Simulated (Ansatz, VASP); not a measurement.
Ta: VASP beside Ansatz

INCAR

```
  ALGO = Normal
  EDIFF = 1E-6
  ENCUT = 520
  ISIF = 2
  ISMEAR = 0
  LASPH = True
  LCHARG = True
  LELF = True
  LREAL = False
  LVHAR = True
  LWAVE = False
  NBANDS = 12
  NELM = 100
  PREC = Accurate
  SIGMA = 0.1
```

File KPOINTS:

```
k-points
0
Gamma
  14 14 14
```

POSCAR

```
Ta
1.0
   -1.6276710318      1.6276710318      1.6276710318
    1.6276710318     -1.6276710318      1.6276710318
    1.6276710318      1.6276710318     -1.6276710318
Ta
1
Direct
    0.0000000000      0.0000000000      0.0000000000
```

Input for Ansatz:

```yaml
crystal:
  lattice:
    - [-1.6276710318, 1.6276710318, 1.6276710318]
    - [1.6276710318, -1.6276710318, 1.6276710318]
    - [1.6276710318, 1.6276710318, -1.6276710318]
  atoms:
    - { symbol: Ta, position: [0.0, 0.0, 0.0] }
hamiltonian:
  xc: lda
  pseudopotentials:
    kind: paw
    azcp:
      Ta: "pseudopotentials/Ta.paw.azcp"
basis:
  ecutwfc: 420
  fft_grid_basis: typed
kpoints:
  mp_grid: { grid: [14, 14, 14], shift: [0, 0, 0] }
magnetization:
  spin_polarized: false
scf:
  occupations: { method: gaussian, width: 0.1 }
  lower_state_search: "off"
output:
  stress: true
```

Alike in both runs: task single point; functional LDA; k mesh 14 × 14 × 14; occupations gaussian, width 0.1 eV; no spin polarisation.

|  | VASP | Ansatz |
| --- | --- | --- |
| version | VASP 6.6.1 | Ansatz 0.2.0 |
| potentials or method | VASP PAW LDA potentials, release 64 (Ta_pv), cutoff 520 eV | plane waves (420 eV) with PAW, scalar-relativistic |
| valence electrons in the cell | 11 | 13 |

|  | VASP | Ansatz | Ansatz less VASP |
| --- | --- | --- | --- |
| pressure (GPa) | 0.9 | 0.0 | -0.89 |

Ansatz warns that its potentials were made for another functional, while VASP's fit it. LDA's correlation is that of Perdew and Zunger in VASP and of Perdew and Wang (1992) in Ansatz. VASP's potentials hold 11 valence electrons a cell and Ansatz's 13, so a difference there can come from the potentials and not from the codes.

Neither program's run includes spin-orbit coupling.
